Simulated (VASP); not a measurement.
# Sn5H (P-3m1) in VASP: relaxation of cell and atoms with PBE

Aim: the relaxation of cell and atoms of Sn5H with PBE.

Everything below comes from runs of VASP 6.6.1. Logs are shortened: lines on timing, memory, paths and dates and some standing lists are left out, and cuts for length are marked.

### Step 1. The cell of the first run

It takes space group P-3m1 (No. 164, trigonal). The conventional cell has a = 4.607 Å, b = 4.607 Å, c = 20.715 Å, α = 90.00°, β = 90.00°, γ = 120.00°. Within 2.3 Å of Sn (site symmetry 3m) lie 1 H at 1.72 Å. Sn (site symmetry 3m) has 4 Sn at 2.82 Å within 3.7 Å. Sn (site symmetry 3m) has 4 Sn at 2.82 to 2.83 Å and 3 H at 3.77 Å within 3.8 Å. Within 3.7 Å of Sn (site symmetry 3m) lie 4 Sn at 2.82 Å. Sn (site symmetry 3m) has 4 Sn at 2.82 Å within 3.7 Å. Within 2.3 Å of H (site symmetry 3m) lie 1 Sn at 1.72 Å.

### Step 2. Relaxation of cell and atoms, PBE

The input, INCAR:

```
SYSTEM = Sn5H
ALGO = Normal
EDIFF = 1E-6
EDIFFG = -0.08
ENCUT = 600
GGA = PE
IBRION = 2
ISIF = 3
ISMEAR = 0
LASPH = .True.
LCHARG = .False.
LREAL = .False.
LWAVE = .False.
NELM = 60
NSW = 36
PREC = Accurate
SIGMA = 0.2
```

The input, KPOINTS:

```
k-points
0
Gamma
  4 4 1
  0 0 0
```

The input, POSCAR:

```
Sn5H
1.0
    4.6066294200      0.0000000000      0.0000000000
   -2.3033147100      3.9894581000      0.0000000000
    0.0000000000      0.0000000000     20.7150359400
Sn H
10 2
Direct
    0.6666666700      0.3333333300      0.3860000000
    0.3333333300      0.6666666700      0.6140000000
    0.0000000000      0.0000000000      0.7960000000
    0.0000000000      0.0000000000      0.6600000000
    0.6666666700      0.3333333300      0.8410000000
    0.0000000000      0.0000000000      0.2040000000
    0.0000000000      0.0000000000      0.3400000000
    0.3333333300      0.6666666700      0.1590000000
    0.3333333300      0.6666666700      0.0227000000
    0.6666666700      0.3333333300      0.9773000000
    0.6666666700      0.3333333300      0.4690000000
    0.3333333300      0.6666666700      0.5310000000
```

Potentials or basis: VASP PAW PBE potentials, release 64 (Sn_d, H).

Launch:

```
$ cat potpaw_PBE.64/Sn_d/POTCAR potpaw_PBE.64/H/POTCAR > POTCAR
$ mpirun -np 1 vasp_std > vasp.out
```

OUTCAR:

```text
SYSTEM = Sn5H
   EDIFF = 1E-6
   EDIFFG = -0.08
   ENCUT = 600
   GGA = PE
   IBRION = 2
   ISIF = 3
   ISMEAR = 0
   LASPH = .True.
   LREAL = .False.
   NELM = 60
   NSW = 36
   PREC = Accurate

 ion  position               nearest neighbor table
   1  0.667  0.333  0.386-  11 1.72   7 2.83   7 2.83   7 2.83
   2  0.333  0.667  0.614-  12 1.72   4 2.83   4 2.83   4 2.83
   3  0.000  0.000  0.796-   4 2.82   5 2.82   5 2.82   5 2.82
   4  0.000  0.000  0.660-   3 2.82   2 2.83   2 2.83   2 2.83
   5  0.667  0.333  0.841-   3 2.82   3 2.82   3 2.82  10 2.82
   6  0.000  0.000  0.204-   7 2.82   8 2.82   8 2.82   8 2.82
   7  0.000  0.000  0.340-   6 2.82   1 2.83   1 2.83   1 2.83
   8  0.333  0.667  0.159-   6 2.82   6 2.82   6 2.82   9 2.82
   9  0.333  0.667  0.023-  10 2.82  10 2.82  10 2.82   8 2.82
  10  0.667  0.333  0.977-   9 2.82   9 2.82   9 2.82   5 2.82
  11  0.667  0.333  0.469-   1 1.72
  12  0.333  0.667  0.531-   2 1.72

  LATTYP: Found a hexagonal cell.
 ALAT       =     4.6066294200
 C/A-ratio  =     4.4967880095

  Lattice vectors:

 A1 = (   4.6066294200,   0.0000000000,   0.0000000000)
 A2 = (  -2.3033147100,   3.9894581000,   0.0000000000)
 A3 = (   0.0000000000,   0.0000000000,  20.7150359400)

Analysis of symmetry for initial positions (statically):
=====================================================================
 Subroutine PRICEL returns:
 Original cell was already a primitive cell.

 Routine SETGRP: Setting up the symmetry group for a
 hexagonal supercell.

 Subroutine GETGRP returns: Found 12 space group operations
 (whereof 12 operations were pure point group operations)
 out of a pool of 24 trial point group operations.

The static configuration has the point symmetry D_3d.

Analysis of symmetry for dynamics (positions and initial velocities):
=====================================================================
 Subroutine PRICEL returns:
 Original cell was already a primitive cell.

 Routine SETGRP: Setting up the symmetry group for a
 hexagonal supercell.

 Subroutine GETGRP returns: Found 12 space group operations
 (whereof 12 operations were pure point group operations)
 out of a pool of 24 trial point group operations.

The dynamic configuration has the point symmetry D_3d.

 Subroutine INISYM returns: Found 12 space group operations
 (whereof 12 operations are pure point group operations),
 and found     1 'primitive' translations

----------------------------------------------------------------------------------------

                                     Primitive cell

  volume of cell :     380.7000

  direct lattice vectors                    reciprocal lattice vectors
     4.606629420  0.000000000  0.000000000     0.217078456  0.125330305  0.000000000
    -2.303314710  3.989458100  0.000000000     0.000000000  0.250660610  0.000000000
     0.000000000  0.000000000 20.715035940     0.000000000  0.000000000  0.048274114

  length of vectors
     4.606629420  4.606629417 20.715035940     0.250660610  0.250660610  0.048274114

  position of ions in fractional coordinates (direct lattice)
     0.666666670  0.333333330  0.386000000
     0.333333330  0.666666670  0.614000000
     0.000000000  0.000000000  0.796000000
     0.000000000  0.000000000  0.660000000
     0.666666670  0.333333330  0.841000000
     0.000000000  0.000000000  0.204000000
     0.000000000  0.000000000  0.340000000
     0.333333330  0.666666670  0.159000000
     0.333333330  0.666666670  0.022700000
     0.666666670  0.333333330  0.977300000
     0.666666670  0.333333330  0.469000000
     0.333333330  0.666666670  0.531000000

  ion indices of the primitive-cell ions
   primitive index   ion index
                 1           1
                 2           2
                 3           3
                 4           4
                 5           5
                 6           6
                 7           7
                 8           8
                 9           9
                10          10
                11          11
                12          12

----------------------------------------------------------------------------------------

 KPOINTS: k-points

Automatic generation of k-mesh.
 Grid dimensions read from file:
 generate k-points for:    4    4    1

 Generating k-lattice:

  Cartesian coordinates                     Fractional coordinates (reciprocal lattice)
     0.054269614  0.031332576  0.000000000     0.250000000  0.000000000  0.000000000
     0.000000000  0.062665152  0.000000000     0.000000000  0.250000000  0.000000000
     0.000000000  0.000000000  0.048274114     0.000000000  0.000000000  1.000000000

  Length of vectors
     0.062665152  0.062665152  0.048274114

  Shift w.r.t. Gamma in fractional coordinates (k-lattice)
     0.000000000  0.000000000  0.000000000

 Subroutine IBZKPT returns following result:
 ===========================================

 Found      4 irreducible k-points:

 Following reciprocal coordinates:
            Coordinates               Weight
  0.000000  0.000000  0.000000      1.000000
  0.250000  0.000000  0.000000      6.000000
  0.500000  0.000000  0.000000      3.000000
  0.250000  0.250000  0.000000      6.000000
   k-points           NKPTS =      4   k-points in BZ     NKDIM =      4   number of bands    NBANDS=     85
   number of dos      NEDOS =    301   number of ions     NIONS =     12
   total plane-waves  NPLWV = 268800
   dimension x,y,z NGX =    40 NGY =   40 NGZ =  168
   dimension x,y,z NGXF=    80 NGYF=   80 NGZF=  336
   ions per type =              10   2
   NGX,Y,Z   is equivalent  to a cutoff of  14.44, 14.44, 13.48 a.u.
   NGXF,Y,Z  is equivalent  to a cutoff of  28.87, 28.87, 26.97 a.u.
 SYSTEM =  Sn5H
   PREC   = accura    normal or accurate (medium, high low for compatibility)
   ISTART =      0    job   : 0-new  1-cont  2-samecut
   ICHARG =      2    charge: 1-file 2-atom 10-const
   ISPIN  =      1    spin polarized calculation?
   LNONCOLLINEAR =      F non collinear calculations
   LSORBIT =      F    spin-orbit coupling
   LASPH  =      T    aspherical Exc in radial PAW
   ENCUT  =  600.0 eV  44.10 Ry    6.64 a.u.   9.20  9.20 41.37*2*pi/ulx,y,z
   NELM   =     60;   NELMIN=  2; NELMDL= -5     # of ELM steps
   EDIFF  = 0.1E-05   stopping-criterion for ELM
   LREAL  =      F    real-space projection
   EDIFFG = -.8E-01   stopping-criterion for IOM
   NSW    =     36    number of steps for IOM
   IBRION =      2    ionic relax: 0-MD 1-quasi-New 2-CG
   NFREE  =      1    steps in history (QN), initial steepest desc. (CG)
   ISIF   =      3    stress and relaxation
   ISYM   =      2    0-nonsym 1-usesym 2-fastsym
   POTIM  = 0.5000    time-step for ionic-motion
   TEBEG  =    0.0;   TEEND  =   0.0 temperature during run
   PSTRESS=    0.0 pullay stress
   NELECT =     142.0000    total number of electrons
   NUPDOWN=      -1.0000    fix difference up-down
   EMIN   =  10.00;   EMAX   =-10.00  energy-range for DOS
   EFERMI =   0.00;   METHOD = LEGACY
   ISMEAR =     0;   SIGMA  =   0.20  broadening in eV -4-tet -1-fermi 0-gaus
   EFERMI_NEDOS =   21; number of points for ismear=-14 and -15
   IALGO  =     38    algorithm
   IMIX   =      4    mixing-type and parameters
     AMIX     =   0.40;   BMIX     =  1.00
     AMIX_MAG =   1.60;   BMIX_MAG =  1.00
  volume/ion in A,a.u.               =      31.72       214.09
  Fermi-wavevector in a.u.,A,eV,Ry     =   1.178447  2.226942 18.894913  1.388737
  Thomas-Fermi vector in A             =   2.314776
   LORBIT       =      0    0 simple, 1 ext, 2 COOP (PROOUT), +10 PAW based schemes
   GGA     = PE    functional components
   LHFCALC =     F    Hartree Fock is set to
   AEXX    =    0.0000 exact exchange contribution
   IVDW    =     0    specifies the selected vdW correction
   LEPSILON=     F    determine dielectric tensor
   LRPA    =     F    only Hartree local field effects (RPA)
 conjugate gradient relaxation of ions
 non-spin polarized calculation
 Gauss-broadening in eV      SIGMA  =   0.20
  energy-cutoff  :      600.00
  volume of cell :      380.70
 maximum number of plane-waves:     12718
 NGX is ok and might be reduce to    40
   NGX = 19   NGY = 19   NGZ = 83

--------------------------------------- Ionic step        1  -------------------------------------------

 number of electron     142.0000017 magnetization

 Free energy of the ion-electron system (eV)
  ---------------------------------------------------
  ext. energy  EPLUGINS =         0.00000000
  ---------------------------------------------------
  free energy    TOTEN  =       -43.67241799 eV

  energy without entropy =      -43.63756430  energy(sigma->0) =      -43.65499114

------------------------ aborting loop because EDIFF is reached ----------------------------------------

  FORCE on cell =-STRESS in cart. coord.  units (eV):
  Direction    XX          YY          ZZ          XY          YZ          ZX
  --------------------------------------------------------------------------------------
  -------------------------------------------------------------------------------------
  Total        6.6001169      6.6001169      3.6780830      0.0000000      0.0000000      0.0000000
  in kB       27.7766158     27.7766158     15.4792258      0.0000000      0.0000000      0.0000000
  external PRESSURE =      23.6774858 kB  Pullay stress =       0.0000000 kB
[... 263 lines left out ...]
--------------------------------------- Ionic step        7  -------------------------------------------

 number of electron     142.0000003 magnetization

 Free energy of the ion-electron system (eV)
  ---------------------------------------------------
  ext. energy  EPLUGINS =         0.00000000
  ---------------------------------------------------
  free energy    TOTEN  =       -43.89582418 eV

  energy without entropy =      -43.85807432  energy(sigma->0) =      -43.87694925

 E-fermi :   3.8764     XC(G=0):  -8.1410

 val. band max:        3.7710071940   @ k =   0.0000   0.0000   0.0000
 cond. band min:       3.9109203247   @ k =   0.0000   0.0000   0.0000
 fundamental gap:      0.1399131308
 Fermi energy:         3.8764226175

 k-point     1 :       0.0000    0.0000    0.0000
  band No.  band energies     occupation
      1     -17.4844      2.00000
      2     -17.4844      2.00000
      3     -17.4773      2.00000
      4     -17.4669      2.00000
      5     -17.4669      2.00000
      6     -17.4586      2.00000
[... 75 lines left out ...]
     82       7.0412      0.00000
     83       7.0412      0.00000

 k-point     2 :       0.2500    0.0000    0.0000
  band No.  band energies     occupation
      1     -17.5146      2.00000
      2     -17.4992      2.00000
      3     -17.4990      2.00000
      4     -17.4800      2.00000
      5     -17.4777      2.00000
      6     -17.4757      2.00000
[... 75 lines left out ...]
     82       7.6496      0.00000
     83       7.6578      0.00000

 k-point     3 :       0.5000    0.0000    0.0000
  band No.  band energies     occupation
      1     -17.5201      2.00000
      2     -17.5162      2.00000
      3     -17.5065      2.00000
      4     -17.4886      2.00000
      5     -17.4871      2.00000
      6     -17.4828      2.00000
[... 75 lines left out ...]
     82       7.8974      0.00000
     83       8.0454      0.00000

 k-point     4 :       0.2500    0.2500    0.0000
  band No.  band energies     occupation
      1     -17.5231      2.00000
      2     -17.5194      2.00000
      3     -17.5132      2.00000
      4     -17.5039      2.00000
      5     -17.5029      2.00000
      6     -17.4793      2.00000
[... 75 lines left out ...]
     82       7.6704      0.00000
     83       7.9697      0.00000
 [bands above 83 left out]

------------------------ aborting loop because EDIFF is reached ----------------------------------------

  FORCE on cell =-STRESS in cart. coord.  units (eV):
  Direction    XX          YY          ZZ          XY          YZ          ZX
  --------------------------------------------------------------------------------------
  -------------------------------------------------------------------------------------
  Total        0.0625385      0.0625385     -0.3329614      0.0000000      0.0000000     -0.0000000
  in kB        0.2466095      0.2466095     -1.3129754      0.0000000      0.0000000     -0.0000000
  external PRESSURE =      -0.2732521 kB  Pullay stress =       0.0000000 kB
[... 27 lines left out ...]
  FREE ENERGIE OF THE ION-ELECTRON SYSTEM (eV)
  ---------------------------------------------------
  free  energy   TOTEN  =       -43.8958241817 eV

  energy  without entropy=      -43.8580743214  energy(sigma->0) =      -43.87694925

 reached required accuracy - stopping structural energy minimisation
```

Wall time 16 min (1 thread of Intel Xeon 6975P-C (Granite Rapids), shared host); peak memory 0.66 GiB.

Results:

| Quantity | Value |
| --- | --- |
| Free energy | -43.8958 eV |
| Relaxed volume | 33.86 Å³/atom |
| Relaxed cell | a = 4.757 Å, b = 4.757 Å, c = 20.729 Å, α = 90.00°, β = 90.00°, γ = 120.00° |
| Space group after relaxing (to 0.1 Å) | P-3m1 (No. 164) |
| Energy gained by relaxing | 18.6 meV/atom |
| Ionic steps | 7 |
| Pressure after relaxing | 0.0 GPa |
| Largest force after relaxing | 0.067 eV/Å |
| Band gap on the k mesh | 0.14 eV |

Forces on the atoms (eV/Å):
```
Sn   0.000  0.000 -0.066
Sn   0.000  0.000  0.066
Sn   0.000  0.000 -0.067
Sn   0.000  0.000  0.021
Sn   0.000  0.000  0.014
Sn   0.000  0.000  0.067
Sn   0.000  0.000 -0.021
Sn   0.000  0.000 -0.014
Sn   0.000  0.000  0.041
Sn   0.000  0.000 -0.041
H    0.000  0.000  0.040
H    0.000  0.000 -0.040
```

The path:
| step | energy change (eV) | largest force (eV/Å) | pressure (GPa) | volume (Å³) |
| --- | --- | --- | --- | --- |
| 1 | 0.0000 | 0.2565 | 2.37 | 380.70 |
| 2 | -0.1915 | 0.2734 | -0.18 | 407.10 |
| 3 | -0.1921 | 0.2512 | -0.07 | 405.80 |
| 4 | -0.2084 | 0.1864 | -0.06 | 406.47 |
| 5 | -0.2096 | 0.2790 | -0.06 | 406.71 |
| 6 | -0.2213 | 0.1445 | -0.03 | 406.46 |
| 7 | -0.2234 | 0.0673 | -0.03 | 406.30 |

Final structure:
```
Sn H
1.0
     4.75739    0.00000    0.00000
    -2.37870    4.12002    0.00000
     0.00000    0.00000   20.72903
Sn H
10 2
Cartesian
  2.3787 1.3733 7.9712
  0.0000 2.7467 12.7578
  2.3787 4.1200 16.5089
  0.0000 0.0000 13.6364
  2.3787 1.3733 17.4117
  0.0000 0.0000 4.2201
  0.0000 0.0000 7.0926
  0.0000 2.7467 3.3173
  0.0000 2.7467 0.4446
  2.3787 1.3733 20.2845
  2.3787 1.3733 9.7137
  0.0000 2.7467 11.0153
```

Levels at points of the mesh, in eV from the valence-band top:
```tsv
k point	band 68	band 69	band 70	band 71	band 72	band 73	band 74	band 75
(0.00, 0.00, 0.00)	-0.04	-0.01	0.00	0.00	0.14	0.23	0.23	0.39
(0.50, 0.00, 0.00)	-1.42	-1.06	-1.04	-0.82	0.75	1.13	1.21	1.35
```

Caveat: spin-orbit coupling is left out, which moves the levels of the heavy elements; the relaxation stopped at a loose force limit of 0.08 eV/Å, so its end isn't a converged minimum.
